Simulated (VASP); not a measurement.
Write the native input for VASP 6.6.1 that does the following.

* Task: single point
* Functional: r2SCAN
* Potentials or basis: VASP PAW PBE potentials, release 64 (Mo_sv, S)
* Cutoff: 520 eV
* k mesh: 10 × 10 × 10
* Occupations: fermi-dirac, width 0.05 eV
* Spin: no spin polarisation
* Hubbard terms: Mo d U = 5.0 eV
* Dipole correction: no
* Further INCAR settings: ALGO = Normal; EDIFF = 1e-06; NBANDS = 20

The system is MoS2.

```xyz
3
Lattice="1.5956 0.9212 6.4813 -1.5956 0.9212 6.4813 0.0000 -1.8425 6.4813" Properties=species:S:1:pos:R:3 pbc="T T T"
Mo    0.0000    0.0000    0.0021
S     0.0000    0.0000    8.0333
S     0.0000    0.0000    4.9337
```

These files were run (other wordings do the same):

POSCAR

```
MoS2
1.0
    1.5956333085      0.9212393202      6.4812876931
   -1.5956333085      0.9212393202      6.4812876931
    0.0000000000     -1.8424786403      6.4812876931
Mo S
1 2
Direct
    0.0001059756      0.0001059756      0.0001059756
    0.4131514878      0.4131514878      0.4131514878
    0.2537425366      0.2537425366      0.2537425366
```

INCAR.step1

```
SYSTEM = MoS2
  PREC = Accurate
  ENCUT = 520
  ISMEAR = -1
  SIGMA = 0.05
  LREAL = .FALSE.
  LASPH = .TRUE.
  NELM = 150
  LMAXMIX = 4
  LDAU = .TRUE.
  LDAUTYPE = 2
  LDAUL = 2 -1
  LDAUU = 5 0
  LDAUJ = 0 0
  NBANDS = 20
  GGA = PE
  ALGO = Normal
  EDIFF = 1E-4
  LWAVE = .TRUE.
  LCHARG = .FALSE.
```

INCAR.step2

```
SYSTEM = MoS2
  PREC = Accurate
  ENCUT = 520
  EDIFF = 1E-6
  ISMEAR = -1
  SIGMA = 0.05
  LREAL = .FALSE.
  LASPH = .TRUE.
  NELM = 150
  ALGO = Normal
  ISIF = 2
  LWAVE = .FALSE.
  LCHARG = .FALSE.
  LMAXMIX = 4
  LDAU = .TRUE.
  LDAUTYPE = 2
  LDAUL = 2 -1
  LDAUU = 5 0
  LDAUJ = 0 0
  LDAUPRINT = 1
  METAGGA = R2SCAN
  LMIXTAU = .TRUE.
  NBANDS = 20
  ISTART = 1
```

KPOINTS

```
Automatic mesh
0
G
  10 10 10
  0 0 0
```

Potentials or basis: VASP PAW PBE potentials, release 64 (Mo_sv, S).

Launch:

```bash
$ cat potpaw_PBE.64/Mo_sv/POTCAR potpaw_PBE.64/S/POTCAR > POTCAR
$ cp INCAR.step1 INCAR
$ mpirun -np 1 vasp_std > vasp.out
$ cp INCAR.step2 INCAR
$ mpirun -np 1 vasp_std > vasp.out
```

Results of the run:

The pressure is 2.9 GPa. The largest force is 0.381 eV/Å. The band gap on the k mesh is 1.20 eV (least direct gap 1.85 eV).

Caveat: the PAW data sets were made with another functional, which shifts forces and pressure a little.

Wall time 42 min on 1 thread of Oxide Virtual Turin-like Processor, with other jobs on the host, peak memory 0.43 GiB.
